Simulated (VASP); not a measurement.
# As (P6/mmm) in VASP: a series of runs

Aim: see how the results for As move with the level of theory and the settings. Levels: r2SCAN0, PBE0, PBE-based screened hybrid with 5 % exact exchange. Tasks: single point.

All numbers are computed with VASP 6.6.1; they aren't measurements. Logs are shortened: lines on timing, memory, paths and dates and some standing lists are left out, and cuts for length are marked.

### Step 1. The cell of the first run

It takes space group P6/mmm (No. 191, hexagonal). The conventional cell has a = 4.566 Å, b = 4.566 Å, c = 2.834 Å, α = 90.00°, β = 90.00°, γ = 120.00°. Within 3.5 Å of As (site symmetry -6m2) lie 5 As at 2.64 to 2.83 Å.

This isn't the form of As at room conditions, which is rhombohedral.

### Step 2. Single point, r2SCAN0

POSCAR

```
As
1.0
    4.5664000000      0.0000000000      0.0000000000
   -2.2832000000      3.9546200000      0.0000000000
    0.0000000000      0.0000000000      2.8337400000
As
2
Direct
    0.3333300000      0.6666700000      0.0000000000
    0.6666700000      0.3333300000      0.0000000000
```

INCAR.step1

```
SYSTEM = As
PREC = Accurate
ENCUT = 520
EDIFF = 1E-5
ISMEAR = -1
SIGMA = 0.05
LREAL = .FALSE.
LASPH = .TRUE.
NELM = 80
ALGO = Normal
ISIF = 2
LWAVE = .TRUE.
LCHARG = .FALSE.
NBANDS = 12
GGA = PE
```

INCAR.step2

```
SYSTEM = As
PREC = Accurate
ENCUT = 520
EDIFF = 1E-6
ISMEAR = -1
SIGMA = 0.05
LREAL = .FALSE.
LASPH = .TRUE.
NELM = 80
ALGO = Normal
ISIF = 2
LWAVE = .FALSE.
LCHARG = .FALSE.
METAGGA = R2SCAN
LHFCALC = .TRUE.
AEXX = 0.25
LMIXTAU = .TRUE.
PRECFOCK = Normal
NBANDS = 12
ISTART = 1
```

KPOINTS

```
regular mesh
0
G
  4 4 5
  0 0 0
```

Potentials or basis: VASP PAW PBE potentials, release 64 (As).

Run with:

```
cat potpaw_PBE.64/As/POTCAR > POTCAR
cp INCAR.step1 INCAR
mpirun -np 1 vasp_std > vasp.out
cp INCAR.step2 INCAR
mpirun -np 1 vasp_std > vasp.out
```

OUTCAR:

```text
SYSTEM = As
   PREC = Accurate
   ENCUT = 520
   EDIFF = 1E-6
   ISMEAR = -1
   LREAL = .FALSE.
   LASPH = .TRUE.
   NELM = 80
   ISIF = 2
   METAGGA = R2SCAN
   LHFCALC = .TRUE.
   AEXX = 0.25
   PRECFOCK = Normal
   ISTART = 1

 ion  position               nearest neighbor table
   1  0.333  0.667  0.000-   2 2.64   2 2.64   2 2.64
   2  0.667  0.333  0.000-   1 2.64   1 2.64   1 2.64

  LATTYP: Found a hexagonal cell.
 ALAT       =     4.5664000000
 C/A-ratio  =     0.6205632446

  Lattice vectors:

 A1 = (   4.5664000000,   0.0000000000,   0.0000000000)
 A2 = (  -2.2832000000,   3.9546200000,   0.0000000000)
 A3 = (   0.0000000000,   0.0000000000,   2.8337400000)

Analysis of symmetry for initial positions (statically):
=====================================================================
 Subroutine PRICEL returns:
 Original cell was already a primitive cell.

 Routine SETGRP: Setting up the symmetry group for a
 hexagonal supercell.

 Subroutine GETGRP returns: Found  8 space group operations
 (whereof  8 operations were pure point group operations)
 out of a pool of 24 trial point group operations.

The static configuration has the point symmetry D_2h.

Analysis of symmetry for dynamics (positions and initial velocities):
=====================================================================
 Subroutine PRICEL returns:
 Original cell was already a primitive cell.

 Routine SETGRP: Setting up the symmetry group for a
 hexagonal supercell.

 Subroutine GETGRP returns: Found  8 space group operations
 (whereof  8 operations were pure point group operations)
 out of a pool of 24 trial point group operations.

The dynamic configuration has the point symmetry D_2h.

 Subroutine INISYM returns: Found  8 space group operations
 (whereof  8 operations are pure point group operations),
 and found     1 'primitive' translations

----------------------------------------------------------------------------------------

                                     Primitive cell

  volume of cell :      51.1727

  direct lattice vectors                    reciprocal lattice vectors
     4.566400000  0.000000000  0.000000000     0.218990890  0.126434398  0.000000000
    -2.283200000  3.954620000  0.000000000     0.000000000  0.252868796  0.000000000
     0.000000000  0.000000000  2.833740000     0.000000000  0.000000000  0.352890526

  length of vectors
     4.566400000  4.566401382  2.833740000     0.252868873  0.252868796  0.352890526

  position of ions in fractional coordinates (direct lattice)
     0.333330000  0.666670000  0.000000000
     0.666670000  0.333330000  0.000000000

  ion indices of the primitive-cell ions
   primitive index   ion index
                 1           1
                 2           2

----------------------------------------------------------------------------------------

 KPOINTS: regular mesh

Automatic generation of k-mesh.
 Grid dimensions read from file:
 generate k-points for:    4    4    5

 Generating k-lattice:

  Cartesian coordinates                     Fractional coordinates (reciprocal lattice)
     0.054747722  0.031608600  0.000000000     0.250000000 -0.000000000  0.000000000
     0.000000000  0.063217199  0.000000000     0.000000000  0.250000000  0.000000000
     0.000000000  0.000000000  0.070578105     0.000000000  0.000000000  0.200000000

  Length of vectors
     0.063217218  0.063217199  0.070578105

  Shift w.r.t. Gamma in fractional coordinates (k-lattice)
     0.000000000  0.000000000  0.000000000

 Subroutine IBZKPT returns following result:
 ===========================================

 Found     21 irreducible k-points:

 Following reciprocal coordinates:
            Coordinates               Weight
  0.000000  0.000000  0.000000      1.000000
  0.250000 -0.000000  0.000000      4.000000
 -0.250000  0.250000  0.000000      2.000000
  0.500000 -0.000000  0.000000      2.000000
  0.500000  0.500000  0.000000      1.000000
  0.250000  0.250000  0.000000      2.000000
[... 13 lines left out ...]
  0.250000  0.250000  0.400000      4.000000
 -0.250000  0.500000  0.400000      8.000000
   k-points           NKPTS =     21   k-points in BZ     NKDIM =     80   number of bands    NBANDS=     12
   number of dos      NEDOS =    301   number of ions     NIONS =      2
   total plane-waves  NPLWV =  31104
   dimension x,y,z NGX =    36 NGY =   36 NGZ =   24
   dimension x,y,z NGXF=    72 NGYF=   72 NGZF=   48
   ions per type =               2
   NGX,Y,Z   is equivalent  to a cutoff of  13.11, 13.11, 14.08 a.u.
   NGXF,Y,Z  is equivalent  to a cutoff of  26.21, 26.21, 28.16 a.u.
 SYSTEM =  As
   PREC   = accura    normal or accurate (medium, high low for compatibility)
   ISTART =      1    job   : 0-new  1-cont  2-samecut
   ICHARG =      0    charge: 1-file 2-atom 10-const
   ISPIN  =      1    spin polarized calculation?
   LNONCOLLINEAR =      F non collinear calculations
   LSORBIT =      F    spin-orbit coupling
   LASPH  =      T    aspherical Exc in radial PAW
   ENCUT  =  520.0 eV  38.22 Ry    6.18 a.u.   8.49  8.49  5.27*2*pi/ulx,y,z
   NELM   =     80;   NELMIN=  2; NELMDL=  0     # of ELM steps
   EDIFF  = 0.1E-05   stopping-criterion for ELM
   LREAL  =      F    real-space projection
   EDIFFG = 0.1E-04   stopping-criterion for IOM
   NSW    =      0    number of steps for IOM
   IBRION =     -1    ionic relax: 0-MD 1-quasi-New 2-CG
   NFREE  =      0    steps in history (QN), initial steepest desc. (CG)
   ISIF   =      2    stress and relaxation
   ISYM   =      3    0-nonsym 1-usesym 2-fastsym
   POTIM  = 0.5000    time-step for ionic-motion
   TEBEG  =    0.0;   TEEND  =   0.0 temperature during run
   PSTRESS=    0.0 pullay stress
   NELECT =      10.0000    total number of electrons
   NUPDOWN=      -1.0000    fix difference up-down
   EMIN   =  10.00;   EMAX   =-10.00  energy-range for DOS
   EFERMI =   0.00;   METHOD = LEGACY
   ISMEAR =    -1;   SIGMA  =   0.05  broadening in eV -4-tet -1-fermi 0-gaus
   EFERMI_NEDOS =   21; number of points for ismear=-14 and -15
   IALGO  =     38    algorithm
   IMIX   =      1    mixing-type and parameters
     AMIX     =   0.40;   BMIX     =  1.00
     AMIX_MAG =   1.60;   BMIX_MAG =  1.00
  volume/ion in A,a.u.               =      25.59       172.67
  Fermi-wavevector in a.u.,A,eV,Ry     =   0.950011  1.795260 12.279540  0.902521
  Thomas-Fermi vector in A             =   2.078348
   LORBIT       =      0    0 simple, 1 ext, 2 COOP (PROOUT), +10 PAW based schemes
   METAGGA = R2SCAN    functional components
   LHFCALC =     T    Hartree Fock is set to
   PRECFOCK=normal    Normal, Fast or Accurate (Low or Medium for compatibility)
   ENCUT4O =  -1.0   cutoff for four orbital integrals eV
   NKREDX  =     1    reduce k-point grid by
   NKREDY  =     1    reduce k-point grid by
   NKREDZ  =     1    reduce k-point grid by
   AEXX    =    0.2500 exact exchange contribution
   HFSCREEN=    0.0000 screening length (either q_TF or 0.3 A-1)
   HFSCREENC=   0.0000 screening length for correlation (either q_TF or 0.3 A-1)
   ENCUTFOCK=  -1.0 apply spherical cutoff to Coloumb kernel
   IVDW    =     0    specifies the selected vdW correction
   LEPSILON=     F    determine dielectric tensor
   LRPA    =     F    only Hartree local field effects (RPA)
 non-spin polarized calculation
  energy-cutoff  :      520.00
  volume of cell :       51.17
 maximum number of plane-waves:      1408
 NGX is ok and might be reduce to    36
  NGX = 28; NGY = 28; NGZ = 16

 number of electron       9.9999999 magnetization

 Free energy of the ion-electron system (eV)
  ---------------------------------------------------
  ext. energy  EPLUGINS =         0.00000000
  ---------------------------------------------------
  free energy    TOTEN  =       -26.81353512 eV

  energy without entropy =      -26.81328383  energy(sigma->0) =      -26.81340947

 E-fermi :   3.5971     XC(G=0):  -7.4427

 val. band max:        3.2732331757   @ k =   0.2500   0.2500   0.2000
 cond. band min:       3.8801967413   @ k =   0.5000  -0.0000   0.2000
 fundamental gap:      0.6069635657
 Fermi energy:         3.5970712377

 k-point     1 :       0.0000    0.0000    0.0000
  band No.  band energies     occupation
      1     -13.0995      2.00000
      2      -6.5488      2.00000
      3      -1.6670      2.00000
      4      -1.6545      2.00000
      5       4.2731      0.00000
      6       4.2823      0.00000
      7       7.6960      0.00000
      8       9.1096      0.00000
      9      12.3373      0.00000
     10      13.2936      0.00000
     11      19.7208      0.00000
     12      19.7262      0.00000

 k-point     2 :       0.2500   -0.0000    0.0000
  band No.  band energies     occupation
      1     -12.5967      2.00000
      2      -8.2319      2.00000
      3      -2.2760      2.00000
      4      -0.5047      2.00000
      5       4.5564      0.00000
      6       5.9521      0.00000
      7       8.1474      0.00000
      8      11.3684      0.00000
      9      11.4974      0.00000
     10      13.5516      0.00000
     11      15.7759      0.00000
     12      16.3221      0.00000

 k-point     3 :      -0.2500    0.2500    0.0000
  band No.  band energies     occupation
      1     -12.5959      2.00000
      2      -8.2364      2.00000
      3      -2.2690      2.00000
      4      -0.5020      2.00000
      5       4.5528      0.00000
      6       5.9482      0.00000
      7       8.1340      0.00000
      8      11.3678      0.00000
      9      11.4949      0.00000
     10      13.5458      0.00000
     11      15.7736      0.00000
     12      16.3190      0.00000
[... 241 lines left out ...]
 k-point    20 :       0.2500    0.2500    0.4000
  band No.  band energies     occupation
      1      -9.2644      2.00000
      2      -7.3982      2.00000
      3      -1.7372      2.00000
      4      -1.2986      2.00000
      5      -0.1333      2.00000
      6       4.4840      0.00000
      7       6.7465      0.00000
      8       8.6439      0.00000
      9      10.9621      0.00000
     10      12.5354      0.00000
     11      12.9376      0.00000
     12      14.3776      0.00000

 k-point    21 :      -0.2500    0.5000    0.4000
  band No.  band energies     occupation
      1      -9.2641      2.00000
      2      -7.4029      2.00000
      3      -1.7515      2.00000
      4      -1.2945      2.00000
      5      -0.1313      2.00000
      6       4.4872      0.00000
      7       6.7497      0.00000
      8       8.6451      0.00000
      9      10.9550      0.00000
     10      12.5287      0.00000
     11      12.9383      0.00000
     12      14.3826      0.00000

------------------------ aborting loop because EDIFF is reached ----------------------------------------

  FORCE on cell =-STRESS in cart. coord.  units (eV):
  Direction    XX          YY          ZZ          XY          YZ          ZX
  --------------------------------------------------------------------------------------
  -------------------------------------------------------------------------------------
  Total       -2.2271322     -2.4412551      0.5005915     -0.1854342      0.0000000      0.0000000
  in kB      -69.7297105    -76.4337260     15.6731144     -5.8057966      0.0000000      0.0000000
  external PRESSURE =     -43.4967740 kB  Pullay stress =       0.0000000 kB

 VOLUME and BASIS-vectors are now :
 -----------------------------------------------------------------------------
  energy-cutoff  :      520.00
  volume of cell :       51.17
      direct lattice vectors                 reciprocal lattice vectors
     4.566400000  0.000000000  0.000000000     0.218990890  0.126434398  0.000000000
    -2.283200000  3.954620000  0.000000000     0.000000000  0.252868796  0.000000000
     0.000000000  0.000000000  2.833740000     0.000000000  0.000000000  0.352890526

 POSITION                                       TOTAL-FORCE (eV/Angst)
 -----------------------------------------------------------------------------------
     -0.00002      2.63643      0.00000        -0.110942      0.064053      0.000000
      2.28322      1.31819      0.00000         0.110942     -0.064053     -0.000000
 -----------------------------------------------------------------------------------
    total drift:                                0.000000     -0.000000     -0.000000

  FREE ENERGIE OF THE ION-ELECTRON SYSTEM (eV)
  ---------------------------------------------------
  free  energy   TOTEN  =       -26.8135351195 eV

  energy  without entropy=      -26.8132838291  energy(sigma->0) =      -26.81340947
```

It took 9.4 min on 1 thread of AMD EPYC 7R13 (Zen 3), shared host; peak memory 0.16 GiB.

Results:

```
Free energy            : -26.8135 eV
Pressure               : -4.3 GPa
Largest force          : 0.128 eV/Å
Band gap on the k mesh : zero (bands 5 and 6 overlap by 4.78 eV)
```

Forces on the atoms (eV/Å):
```
As  -0.111  0.064  0.000
As   0.111 -0.064  0.000
```

Levels at points of the mesh, in eV from the Fermi level:
| k point | band 3 | band 4 | band 5 | band 6 | band 7 | band 8 |
| --- | --- | --- | --- | --- | --- | --- |
| (0.00, 0.00, 0.00) | -5.26 | -5.25 | 0.68 | 0.69 | 4.10 | 5.51 |
| (0.50, 0.00, 0.00) | -6.33 | -3.85 | 3.20 | 4.68 | 5.37 | 6.58 |
| (0.50, 0.50, 0.00) | -6.32 | -3.84 | 3.18 | 4.68 | 5.31 | 6.58 |

Caveat: the k points lie up to 0.44 Å⁻¹ apart, too coarse for converged energies and pressures of a metal; the PAW data sets were made with another functional, which shifts forces and pressure a little.

[end of part 1 of 2]
